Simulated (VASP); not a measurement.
# MoS2 (P6_3/mmc) in VASP: notebook

Runs on MoS2. Level: PBEsol. Tasks: single point.

Everything below comes from runs of VASP 6.6.1. Logs are shortened: lines on timing, memory, paths and dates and some standing lists are left out, and cuts for length are marked.

## Step 1: The cell of the first run

It takes space group P6_3/mmc (No. 194, hexagonal). The conventional cell has a = 2.985 Å, b = 2.985 Å, c = 13.073 Å, α = 90.00°, β = 90.00°, γ = 120.00°. Within 3.1 Å of Mo (site symmetry -6m2) lie 6 S at 2.37 Å and 6 Mo at 2.98 Å. S (site symmetry 3m) has 3 Mo at 2.37 Å and 6 S at 2.98 Å within 3.1 Å.

## Step 2: Single point, PBEsol

Input file INCAR:

```
SYSTEM = MoS2
  PREC = Accurate
  ENCUT = 520
  EDIFF = 1E-7
  ISMEAR = 1
  SIGMA = 0.168
  LREAL = .FALSE.
  LASPH = .TRUE.
  NELM = 80
  ALGO = Normal
  ISIF = 2
  LWAVE = .FALSE.
  LCHARG = .FALSE.
  GGA = PS
  NBANDS = 35
```

Input file KPOINTS:

```
regular mesh
0
G
  12 12 2
  0 0 0
```

Input file POSCAR:

```
MoS2
1.0
    2.9846000000      0.0000000000      0.0000000000
   -1.4923000000      2.5847394201      0.0000000000
    0.0000000000      0.0000000000     13.0731000000
Mo S
2 4
Direct
    0.3333333333      0.6666666667      0.2500000000
    0.6666666667      0.3333333333      0.7500000000
    0.3333333333      0.6666666667      0.6259932117
    0.6666666667      0.3333333333      0.1259932117
    0.3333333333      0.6666666667      0.8740067883
    0.6666666667      0.3333333333      0.3740067883
```

Potentials or basis: VASP PAW PBE potentials, release 64 (Mo_sv, S).

The run is started by

```bash
$ cat potpaw_PBE.64/Mo_sv/POTCAR potpaw_PBE.64/S/POTCAR > POTCAR
$ mpirun -np 1 vasp_std > vasp.out
```

OUTCAR:

```text
SYSTEM = MoS2
   PREC = Accurate
   ENCUT = 520
   EDIFF = 1E-7
   ISMEAR = 1
   LREAL = .FALSE.
   LASPH = .TRUE.
   NELM = 80
   ISIF = 2
   GGA = PS

 ion  position               nearest neighbor table
   1  0.333  0.667  0.250-   4 2.37   6 2.37   4 2.37   6 2.37   4 2.37   6 2.37
   2  0.667  0.333  0.750-   3 2.37   5 2.37   3 2.37   5 2.37   3 2.37   5 2.37
   3  0.333  0.667  0.626-   2 2.37   2 2.37   2 2.37
   4  0.667  0.333  0.126-   1 2.37   1 2.37   1 2.37
   5  0.333  0.667  0.874-   2 2.37   2 2.37   2 2.37
   6  0.667  0.333  0.374-   1 2.37   1 2.37   1 2.37

  LATTYP: Found a hexagonal cell.
 ALAT       =     2.9846000000
 C/A-ratio  =     4.3801849494

  Lattice vectors:

 A1 = (   2.9846000000,   0.0000000000,   0.0000000000)
 A2 = (  -1.4923000000,   2.5847394201,   0.0000000000)
 A3 = (   0.0000000000,   0.0000000000,  13.0731000000)

Analysis of symmetry for initial positions (statically):
=====================================================================
 Subroutine PRICEL returns:
 Original cell was already a primitive cell.

 Routine SETGRP: Setting up the symmetry group for a
 hexagonal supercell.

 Subroutine GETGRP returns: Found 24 space group operations
 (whereof 12 operations were pure point group operations)
 out of a pool of 24 trial point group operations.

The static configuration has the point symmetry D_3d.
 The point group associated with its full space group is D_6h.

Analysis of symmetry for dynamics (positions and initial velocities):
=====================================================================
 Subroutine PRICEL returns:
 Original cell was already a primitive cell.

 Routine SETGRP: Setting up the symmetry group for a
 hexagonal supercell.

 Subroutine GETGRP returns: Found 24 space group operations
 (whereof 12 operations were pure point group operations)
 out of a pool of 24 trial point group operations.

The dynamic configuration has the point symmetry D_3d.
 The point group associated with its full space group is D_6h.

 Subroutine INISYM returns: Found 24 space group operations
 (whereof 12 operations are pure point group operations),
 and found     1 'primitive' translations

----------------------------------------------------------------------------------------

                                     Primitive cell

  volume of cell :     100.8513

  direct lattice vectors                    reciprocal lattice vectors
[... 100 lines left out ...]
   NFREE  =      0    steps in history (QN), initial steepest desc. (CG)
   ISIF   =      2    stress and relaxation
   ISYM   =      2    0-nonsym 1-usesym 2-fastsym
   POTIM  = 0.5000    time-step for ionic-motion
   TEBEG  =    0.0;   TEEND  =   0.0 temperature during run
   PSTRESS=    0.0 pullay stress
   NELECT =      52.0000    total number of electrons
   NUPDOWN=      -1.0000    fix difference up-down
   EMIN   =  10.00;   EMAX   =-10.00  energy-range for DOS
   EFERMI =   0.00;   METHOD = LEGACY
   ISMEAR =     1;   SIGMA  =   0.17  broadening in eV -4-tet -1-fermi 0-gaus
   EFERMI_NEDOS =   21; number of points for ismear=-14 and -15
   IALGO  =     38    algorithm
   IMIX   =      4    mixing-type and parameters
     AMIX     =   0.40;   BMIX     =  1.00
     AMIX_MAG =   1.60;   BMIX_MAG =  1.00
  volume/ion in A,a.u.               =      16.81       113.43
  Fermi-wavevector in a.u.,A,eV,Ry     =   1.312750  2.480738 23.447101  1.723313
  Thomas-Fermi vector in A             =   2.443121
   LORBIT       =      0    0 simple, 1 ext, 2 COOP (PROOUT), +10 PAW based schemes
   GGA     = PS    functional components
   LHFCALC =     F    Hartree Fock is set to
   AEXX    =    0.0000 exact exchange contribution
   IVDW    =     0    specifies the selected vdW correction
   LEPSILON=     F    determine dielectric tensor
   LRPA    =     F    only Hartree local field effects (RPA)
 non-spin polarized calculation
 Methfessel and Paxton  Order N= 1 SIGMA  =   0.17
  energy-cutoff  :      520.00
  volume of cell :      100.85
 maximum number of plane-waves:      2773
 NGX is ok and might be reduce to    24
   NGX = 11   NGY = 11   NGZ = 49

 number of electron      52.0000005 magnetization

 Free energy of the ion-electron system (eV)
  ---------------------------------------------------
  ext. energy  EPLUGINS =         0.00000000
  ---------------------------------------------------
  free energy    TOTEN  =       -46.38848448 eV

  energy without entropy =      -46.39192905  energy(sigma->0) =      -46.38963267

 E-fermi :   7.5736     XC(G=0): -11.2157

 val. band max:        7.5003609018   @ k =   0.3333   0.3333   0.5000
 cond. band min:       7.5793787160   @ k =   0.3333   0.3333   0.0000
 fundamental gap:      0.0790178142
 Fermi energy:         7.5736012181

 k-point     1 :       0.0000    0.0000    0.0000
  band No.  band energies     occupation
      1     -53.0761      2.00000
      2     -53.0761      2.00000
      3     -27.4035      2.00000
      4     -27.4034      2.00000
      5     -26.8943      2.00000
      6     -26.8943      2.00000
[... 901 lines left out ...]
     34      12.0343      0.00000
     35      14.9013      0.00000

 [... further k-points ...]

------------------------ aborting loop because EDIFF is reached ----------------------------------------

  FORCE on cell =-STRESS in cart. coord.  units (eV):
  Direction    XX          YY          ZZ          XY          YZ          ZX
  --------------------------------------------------------------------------------------
  -------------------------------------------------------------------------------------
  Total       10.0401220     10.0401220     -0.6009116      0.0000000      0.0000000      0.0000000
  in kB      159.5027187    159.5027187     -9.5464005      0.0000000      0.0000000      0.0000000
  external PRESSURE =     103.1530123 kB  Pullay stress =       0.0000000 kB

 VOLUME and BASIS-vectors are now :
 -----------------------------------------------------------------------------
  energy-cutoff  :      520.00
  volume of cell :      100.85
      direct lattice vectors                 reciprocal lattice vectors
     2.984600000  0.000000000  0.000000000     0.335053273  0.193443098  0.000000000
    -1.492300000  2.584739420  0.000000000     0.000000000  0.386886195  0.000000000
     0.000000000  0.000000000 13.073100000     0.000000000  0.000000000  0.076492951

 POSITION                                       TOTAL-FORCE (eV/Angst)
 -----------------------------------------------------------------------------------
     -0.00000      1.72316      3.26828         0.000000     -0.000000      0.000000
      1.49230      0.86158      9.80483        -0.000000      0.000000      0.000000
     -0.00000      1.72316      8.18367         0.000000      0.000000      0.063589
      1.49230      0.86158      1.64712         0.000000     -0.000000      0.063589
     -0.00000      1.72316     11.42598        -0.000000      0.000000     -0.063589
      1.49230      0.86158      4.88943         0.000000     -0.000000     -0.063589
 -----------------------------------------------------------------------------------
    total drift:                               -0.000000      0.000000     -0.000000

  FREE ENERGIE OF THE ION-ELECTRON SYSTEM (eV)
  ---------------------------------------------------
  free  energy   TOTEN  =       -46.3884844804 eV

  energy  without entropy=      -46.3919290464  energy(sigma->0) =      -46.38963267
```

stdout:

```text
POSCAR found type information on POSCAR MoS
 POSCAR found :  2 types and       6 ions
 scaLAPACK will be used
 -----------------------------------------------------------------------------
|                                                                             |
|                                                                             |
|     You enforced a specific xc type in the INCAR file but a different       |
|     I HOPE YOU KNOW WHAT YOU ARE DOING!                                     |
|                                                                             |
 -----------------------------------------------------------------------------

 LDA part: xc-table for (Slater+PW92), standard interpolation
 POSCAR, INCAR and KPOINTS ok, starting setup
 FFT: planning ... GRIDC
 FFT: planning ... GRID_SOFT
 FFT: planning ... GRID
 WAVECAR not read
 entering main loop
```

Run time: 3.5 min. Hardware: 1 thread of AMD EPYC 9R14 (Zen 4), shared host; peak memory 0.25 GiB.

What came out:

- Free energy: -46.3885 eV
- Pressure: 10.3 GPa
- Largest force: 0.064 eV/Å
- Band gap on the k mesh: 1.17 eV (least direct gap 1.98 eV)

Forces in eV/Å, atoms in the order of the input:
```
Mo   0.000  0.000  0.000
Mo   0.000  0.000  0.000
S    0.000  0.000  0.064
S    0.000  0.000  0.064
S    0.000  0.000 -0.064
S    0.000  0.000 -0.064
```

Stress tensor (GPa, compression positive):
```
15.95  0.00  0.00
 0.00 15.95  0.00
 0.00  0.00 -0.95
```

Levels at points of the mesh, in eV from the valence-band top:
```tsv
k point	band 22	band 23	band 24	band 25	band 26	band 27	band 28	band 29	band 30	band 31
(0.00, 0.00, 0.00)	-1.05	-1.05	-1.03	-1.03	-0.22	3.25	3.25	3.27	3.27	3.32
(0.50, 0.00, 0.00)	-2.49	-0.92	-0.87	-0.56	-0.44	2.90	3.02	3.03	3.30	3.55
(0.00, 0.00, 0.50)	-1.04	-1.04	-1.04	-0.56	-0.56	3.25	3.25	3.25	3.25	3.37
(0.50, 0.00, 0.50)	-2.57	-0.90	-0.90	-0.50	-0.50	3.02	3.02	3.10	3.10	3.88
```

Caveat: the stress differs along the axes, from -1 to 16 GPa; the PAW data sets were made with another functional, which shifts forces and pressure a little; this functional lacks dispersion, which binds layers or chains, so the pressure and a relaxed spacing across them are unreliable. A hybrid or GW would open this gap; PBEsol tends to underestimate it.

## Step 3: Single point, PBEsol

Input file INCAR:

```
SYSTEM = MoS2
ALGO = Normal ; EDIFF = 1E-6
ENCUT = 520 ; GGA = PS
ISIF = 2 ; ISMEAR = 1
LASPH = .TRUE. ; LCHARG = .TRUE.
LELF = .TRUE. ; LREAL = .FALSE.
LVHAR = .TRUE. ; LWAVE = .FALSE.
NBANDS = 35 ; NELM = 60
PREC = Accurate ; SIGMA = 0.178
```

Input file KPOINTS:

```
k-points
0
G
  12 12 2
  0 0 0
```

POSCAR: that of step 2 with these lines changed.

```diff
@@ -2,5 +2,5 @@
 1.0
-    2.9846000000      0.0000000000      0.0000000000
-   -1.4923000000      2.5847394201      0.0000000000
-    0.0000000000      0.0000000000     13.0731000000
+    3.0160000000      0.0000000000      0.0000000000
+   -1.5080000000      2.6119326178      0.0000000000
+    0.0000000000      0.0000000000     12.8217000000
 Mo S
```

Potentials or basis: VASP PAW PBE potentials, release 64 (Mo_sv, S).

The run is started by

```bash
$ cat potpaw_PBE.64/Mo_sv/POTCAR potpaw_PBE.64/S/POTCAR > POTCAR
$ mpirun -np 1 vasp_std > vasp.out
```

It took 2.9 min on 1 thread of AMD EPYC 9R14 (Zen 4), shared host; peak memory 0.24 GiB.

The run converged. Its results:

```yaml
Free_energy: -46.5723 eV
Pressure: 10.2 GPa
Largest_force: 0.308 eV/Å
Band_gap_on_the_k_mesh: 1.24 eV (least direct gap 2.17 eV)
```

Forces in eV/Å, atoms in the order of the input:
```
Mo   0.000  0.000  0.000
Mo   0.000  0.000  0.000
S    0.000  0.000 -0.308
S    0.000  0.000 -0.308
S    0.000  0.000  0.308
S    0.000  0.000  0.308
```

Stress tensor (GPa, compression positive):
```
13.86  0.00  0.00
 0.00 13.86  0.00
 0.00  0.00  2.92
```

Levels at points of the mesh, in eV from the valence-band top:
| k point | band 23 | band 24 | band 25 | band 26 | band 27 | band 28 | band 29 | band 30 |
| --- | --- | --- | --- | --- | --- | --- | --- | --- |
| (0.00, 0.00, 0.00) | -1.30 | -1.30 | -1.25 | 0.00 | 3.09 | 3.09 | 3.11 | 3.11 |
| (0.50, 0.00, 0.00) | -0.93 | -0.91 | -0.78 | -0.64 | 2.78 | 2.81 | 2.87 | 3.25 |
| (0.00, 0.00, 0.50) | -1.31 | -1.31 | -0.34 | -0.34 | 3.10 | 3.10 | 3.10 | 3.10 |
| (0.50, 0.00, 0.50) | -0.92 | -0.92 | -0.71 | -0.71 | 2.79 | 2.79 | 3.06 | 3.06 |

Caveat: the stress differs along the axes, from 3 to 14 GPa; the PAW data sets were made with another functional, which shifts forces and pressure a little; this functional lacks dispersion, which binds layers or chains, so the pressure and a relaxed spacing across them are unreliable. A k mesh can miss the band edges.

The gap in the log of VASP goes by the Fermi energy; the results here count the filled bands.